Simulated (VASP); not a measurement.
# TiB2 in VASP: single point with PBE

Aim: the single point of TiB2 with PBE.

Program: VASP 6.6.1. These are calculated values, not measurements. Logs are shortened: lines on timing, memory, paths and dates and some standing lists are left out, and cuts for length are marked.

## Step 1: The cell of the first run

The typed cell holds 3 atoms: a = 3.021 Å, b = 3.021 Å, c = 3.220 Å, α = 90.00°, β = 90.00°, γ = 120.00°.

## Step 2: Single point, PBE

INCAR

```
ALGO = Normal
EDIFF = 1E-6
ENCUT = 520
GGA = PE
ISIF = 2
ISMEAR = 1
LASPH = T
LCHARG = F
LREAL = F
LWAVE = F
NBANDS = 16
NELM = 60
PREC = Accurate
SIGMA = 0.0149
```

KPOINTS

```
k-points
0
Gamma
  10 10 8
```

POSCAR

```
TiB2
1.0
    3.0212636000      0.0000000000      0.0000000000
   -1.5106318000      2.6164868900      0.0000000000
    0.0000000000      0.0000000000      3.2199417000
Ti B
1 2
Direct
    0.0000000000      0.0000000000      0.0000000000
    0.3333000000      0.6667000000      0.5000000000
    0.6666000000      0.3333000000      0.5000000000
```

Potentials or basis: VASP PAW PBE potentials, release 64 (Ti_sv, B).

Launch:

```console
$ cat potpaw_PBE.64/Ti_sv/POTCAR potpaw_PBE.64/B/POTCAR > POTCAR
$ mpirun -np 1 vasp_std > vasp.out
```

OUTCAR:

```text
EDIFF = 1E-6
   ENCUT = 520
   GGA = PE
   ISIF = 2
   ISMEAR = 1
   LASPH = T
   LREAL = F
   NELM = 60
   PREC = Accurate

 ion  position               nearest neighbor table
   1  0.000  0.000  0.000-   3 2.37   3 2.37   2 2.37   2 2.37   2 2.37   2 2.37   3 2.37   3 2.37
                             3 2.37   3 2.37   2 2.37   2 2.37
   2  0.333  0.667  0.500-   3 1.74   3 1.74   3 1.74   1 2.37   1 2.37   1 2.37   1 2.37   1 2.37
                             1 2.37
   3  0.667  0.333  0.500-   2 1.74   2 1.74   2 1.74   1 2.37   1 2.37   1 2.37   1 2.37   1 2.37
                             1 2.37

  LATTYP: Found a hexagonal cell.
 ALAT       =     3.0212636000
 C/A-ratio  =     1.0657599357

  Lattice vectors:

 A1 = (   3.0212636000,   0.0000000000,   0.0000000000)
 A2 = (  -1.5106318000,   2.6164868900,   0.0000000000)
 A3 = (   0.0000000000,   0.0000000000,   3.2199417000)

Analysis of symmetry for initial positions (statically):
=====================================================================
 Subroutine PRICEL returns:
 Original cell was already a primitive cell.

 Routine SETGRP: Setting up the symmetry group for a
 hexagonal supercell.

 Subroutine GETGRP returns: Found  4 space group operations
 (whereof  4 operations were pure point group operations)
 out of a pool of 24 trial point group operations.

The static configuration has the point symmetry C_2v.

Analysis of symmetry for dynamics (positions and initial velocities):
=====================================================================
 Subroutine PRICEL returns:
 Original cell was already a primitive cell.

 Routine SETGRP: Setting up the symmetry group for a
 hexagonal supercell.

 Subroutine GETGRP returns: Found  4 space group operations
 (whereof  4 operations were pure point group operations)
 out of a pool of 24 trial point group operations.

The dynamic configuration has the point symmetry C_2v.

 Subroutine INISYM returns: Found  4 space group operations
 (whereof  4 operations are pure point group operations),
 and found     1 'primitive' translations

----------------------------------------------------------------------------------------

                                     Primitive cell

  volume of cell :      25.4540

  direct lattice vectors                    reciprocal lattice vectors
     3.021263600  0.000000000  0.000000000     0.330987339  0.191095932  0.000000000
    -1.510631800  2.616486890  0.000000000     0.000000000  0.382191863  0.000000000
     0.000000000  0.000000000  3.219941700     0.000000000  0.000000000  0.310564629

  length of vectors
     3.021263600  3.021260015  3.219941700     0.382191410  0.382191863  0.310564629

  position of ions in fractional coordinates (direct lattice)
     0.000000000  0.000000000  0.000000000
     0.333300000  0.666700000  0.500000000
     0.666600000  0.333300000  0.500000000

  ion indices of the primitive-cell ions
   primitive index   ion index
                 1           1
                 2           2
                 3           3

----------------------------------------------------------------------------------------

 KPOINTS: k-points

Automatic generation of k-mesh.
 Grid dimensions read from file:
 generate k-points for:   10   10    8

 Generating k-lattice:

  Cartesian coordinates                     Fractional coordinates (reciprocal lattice)
     0.033098734  0.019109593  0.000000000     0.100000000 -0.000000000  0.000000000
     0.000000000  0.038219186  0.000000000     0.000000000  0.100000000  0.000000000
     0.000000000  0.000000000  0.038820579     0.000000000  0.000000000  0.125000000

  Length of vectors
     0.038219141  0.038219186  0.038820579

  Shift w.r.t. Gamma in fractional coordinates (k-lattice)
     0.000000000  0.000000000  0.000000000

 Subroutine IBZKPT returns following result:
 ===========================================

 Found    155 irreducible k-points:

 Following reciprocal coordinates:
            Coordinates               Weight
  0.000000  0.000000  0.000000      1.000000
  0.100000  0.000000  0.000000      4.000000
  0.000000  0.100000  0.000000      2.000000
  0.200000  0.000000  0.000000      4.000000
  0.000000  0.200000  0.000000      2.000000
  0.300000 -0.000000  0.000000      4.000000
[... 16 lines left out ...]
  0.200000  0.200000  0.000000      4.000000
 -0.400000  0.200000  0.000000      2.000000
 [... further k-points ...]
   k-points           NKPTS =    155   k-points in BZ     NKDIM =    155   number of bands    NBANDS=     16
   number of dos      NEDOS =    301   number of ions     NIONS =      3
   total plane-waves  NPLWV =  13824
   dimension x,y,z NGX =    24 NGY =   24 NGZ =   24
   dimension x,y,z NGXF=    48 NGYF=   48 NGZF=   48
   ions per type =               1   2
   NGX,Y,Z   is equivalent  to a cutoff of  13.21, 13.21, 12.39 a.u.
   NGXF,Y,Z  is equivalent  to a cutoff of  26.41, 26.41, 24.78 a.u.
 SYSTEM =  unknown system
   PREC   = accura    normal or accurate (medium, high low for compatibility)
   ISTART =      0    job   : 0-new  1-cont  2-samecut
   ICHARG =      2    charge: 1-file 2-atom 10-const
   ISPIN  =      1    spin polarized calculation?
   LNONCOLLINEAR =      F non collinear calculations
   LSORBIT =      F    spin-orbit coupling
   LASPH  =      T    aspherical Exc in radial PAW
   ENCUT  =  520.0 eV  38.22 Ry    6.18 a.u.   5.62  5.62  5.99*2*pi/ulx,y,z
   NELM   =     60;   NELMIN=  2; NELMDL= -5     # of ELM steps
   EDIFF  = 0.1E-05   stopping-criterion for ELM
   LREAL  =      F    real-space projection
   EDIFFG = 0.1E-04   stopping-criterion for IOM
   NSW    =      0    number of steps for IOM
   IBRION =     -1    ionic relax: 0-MD 1-quasi-New 2-CG
   NFREE  =      0    steps in history (QN), initial steepest desc. (CG)
   ISIF   =      2    stress and relaxation
   ISYM   =      2    0-nonsym 1-usesym 2-fastsym
   POTIM  = 0.5000    time-step for ionic-motion
   TEBEG  =    0.0;   TEEND  =   0.0 temperature during run
   PSTRESS=    0.0 pullay stress
   NELECT =      18.0000    total number of electrons
   NUPDOWN=      -1.0000    fix difference up-down
   EMIN   =  10.00;   EMAX   =-10.00  energy-range for DOS
   EFERMI =   0.00;   METHOD = LEGACY
   ISMEAR =     1;   SIGMA  =   0.01  broadening in eV -4-tet -1-fermi 0-gaus
   EFERMI_NEDOS =   21; number of points for ismear=-14 and -15
   IALGO  =     38    algorithm
   IMIX   =      4    mixing-type and parameters
     AMIX     =   0.40;   BMIX     =  1.00
     AMIX_MAG =   1.60;   BMIX_MAG =  1.00
  volume/ion in A,a.u.               =       8.48        57.26
  Fermi-wavevector in a.u.,A,eV,Ry     =   1.458525  2.756213 28.943616  2.127296
  Thomas-Fermi vector in A             =   2.575199
   LORBIT       =      0    0 simple, 1 ext, 2 COOP (PROOUT), +10 PAW based schemes
   GGA     = PE    functional components
   LHFCALC =     F    Hartree Fock is set to
   AEXX    =    0.0000 exact exchange contribution
   IVDW    =     0    specifies the selected vdW correction
   LEPSILON=     F    determine dielectric tensor
   LRPA    =     F    only Hartree local field effects (RPA)
 non-spin polarized calculation
 Methfessel and Paxton  Order N= 1 SIGMA  =   0.01
  energy-cutoff  :      520.00
  volume of cell :       25.45
 maximum number of plane-waves:       719
   NGX = 11   NGY = 11   NGZ = 11

 number of electron      18.0000001 magnetization

 Free energy of the ion-electron system (eV)
  ---------------------------------------------------
  ext. energy  EPLUGINS =         0.00000000
  ---------------------------------------------------
  free energy    TOTEN  =       -24.41821382 eV

  energy without entropy =      -24.41813224  energy(sigma->0) =      -24.41818662

 E-fermi :  10.0254     XC(G=0): -12.8065

 val. band max:        9.9998773176   @ k =   0.2000   0.2000   0.1250
 cond. band min:      10.0254465505   @ k =   0.5000   0.3000   0.0000
 fundamental gap:      0.0255692329
 Fermi energy:        10.0254103940

 k-point     1 :       0.0000    0.0000    0.0000
  band No.  band energies     occupation
      1     -46.8562      2.00000
      2     -23.1975      2.00000
      3     -22.8955      2.00000
      4     -22.8954      2.00000
      5      -3.4634      2.00000
      6       7.4656      2.00000
[... 8 lines left out ...]
     15      15.8950      0.00000
     16      17.0743      0.00000

 k-point     2 :       0.1000    0.0000    0.0000
  band No.  band energies     occupation
      1     -46.8508      2.00000
      2     -23.1906      2.00000
      3     -22.9362      2.00000
      4     -22.9046      2.00000
      5      -3.2701      2.00000
      6       6.9221      2.00000
[... 8 lines left out ...]
     15      16.9863      0.00000
     16      17.6899      0.00000

 k-point     3 :       0.0000    0.1000    0.0000
  band No.  band energies     occupation
      1     -46.8508      2.00000
      2     -23.1906      2.00000
      3     -22.9361      2.00000
      4     -22.9047      2.00000
      5      -3.2701      2.00000
      6       6.9212      2.00000
[... 8 lines left out ...]
     15      16.9846      0.00000
     16      17.6903      0.00000

 k-point     4 :       0.2000    0.0000    0.0000
  band No.  band energies     occupation
      1     -46.8368      2.00000
      2     -23.1728      2.00000
      3     -23.0418      2.00000
      4     -22.9287      2.00000
      5      -2.7062      2.00000
      6       5.6006      2.00000
[... 8 lines left out ...]
     15      17.9778      0.00000
     16      19.1074      0.00000
[... 324 lines left out ...]
 k-point    22 :       0.5000    0.4000    0.0000
  band No.  band energies     occupation
      1     -46.7998      2.00000
      2     -23.2889      2.00000
      3     -23.1260      2.00000
      4     -23.0139      2.00000
      5       0.1547      2.00000
      6       1.6320      2.00000
[... 8 lines left out ...]
     15      17.9682      0.00000
     16      18.9145      0.00000

 k-point    23 :       0.2000    0.2000    0.0000
  band No.  band energies     occupation
      1     -46.8113      2.00000
      2     -23.1908      2.00000
      3     -23.1405      2.00000
      4     -23.0111      2.00000
      5      -1.2928      2.00000
      6       3.8807      2.00000
[... 8 lines left out ...]
     15      18.6004      0.00000
     16      19.7983      0.00000

 k-point    24 :      -0.4000    0.2000    0.0000
  band No.  band energies     occupation
      1     -46.8113      2.00000
      2     -23.1909      2.00000
      3     -23.1405      2.00000
      4     -23.0109      2.00000
      5      -1.2927      2.00000
      6       3.8814      2.00000
[... 8 lines left out ...]
     15      18.6004      0.00000
     16      19.7999      0.00000

 [... further k-points ...]
[... 5 lines left out ...]
  --------------------------------------------------------------------------------------
  -------------------------------------------------------------------------------------
  Total        0.4407476      0.4419319      0.3694696      0.0000000      0.0000000      0.0000000
  in kB       27.7424834     27.8170277     23.2559504      0.0000000      0.0000000      0.0000000
  external PRESSURE =      26.2718205 kB  Pullay stress =       0.0000000 kB

 VOLUME and BASIS-vectors are now :
 -----------------------------------------------------------------------------
  energy-cutoff  :      520.00
  volume of cell :       25.45
      direct lattice vectors                 reciprocal lattice vectors
     3.021263600  0.000000000  0.000000000     0.330987339  0.191095932  0.000000000
    -1.510631800  2.616486890  0.000000000     0.000000000  0.382191863  0.000000000
     0.000000000  0.000000000  3.219941700     0.000000000  0.000000000  0.310564629

 POSITION                                       TOTAL-FORCE (eV/Angst)
 -----------------------------------------------------------------------------------
      0.00000      0.00000      0.00000        -0.002203      0.000000      0.000000
     -0.00015      1.74441      1.60997         0.001102     -0.002657      0.000000
      1.51048      0.87208      1.60997         0.001102      0.002657      0.000000
 -----------------------------------------------------------------------------------
    total drift:                               -0.000002     -0.000000      0.000000

  FREE ENERGIE OF THE ION-ELECTRON SYSTEM (eV)
  ---------------------------------------------------
  free  energy   TOTEN  =       -24.4182138173 eV

  energy  without entropy=      -24.4181322375  energy(sigma->0) =      -24.41818662
```

It took 36 s on 1 thread of AMD EPYC 7R13 (Zen 3), shared host; peak memory 0.15 GiB.

Results:

- Free energy: -24.4182 eV
- Pressure: 2.6 GPa
- Band gap on the k mesh: zero (band 9 reaches 10.48 eV, above the bottom of band 10 at 9.91 eV)

Forces on the atoms (eV/Å):
```
Ti  -0.002  0.000  0.000
B    0.001 -0.003  0.000
B    0.001  0.003  0.000
```

Stress tensor (GPa, compression positive):
```
2.77 0.00 0.00
0.00 2.78 0.00
0.00 0.00 2.33
```

Levels at points of the mesh, in eV from the Fermi level:
```csv
k point,band 7,band 8,band 9,band 10,band 11,band 12
"(0.00, 0.00, 0.00)",-2.56,-2.27,-2.07,1.97,1.97,3.74
"(0.50, 0.00, 0.00)",-3.22,-3.19,-2.22,1.41,2.82,3.31
"(0.00, 0.50, 0.00)",-3.22,-3.19,-2.22,1.41,2.82,3.31
"(0.00, 0.00, 0.50)",-0.49,-0.49,-0.12,-0.12,0.49,0.49
"(0.50, 0.00, 0.50)",-4.61,-3.79,-3.09,2.57,3.00,4.58
"(0.00, 0.50, 0.50)",-4.61,-3.79,-3.09,2.57,3.00,4.58
```
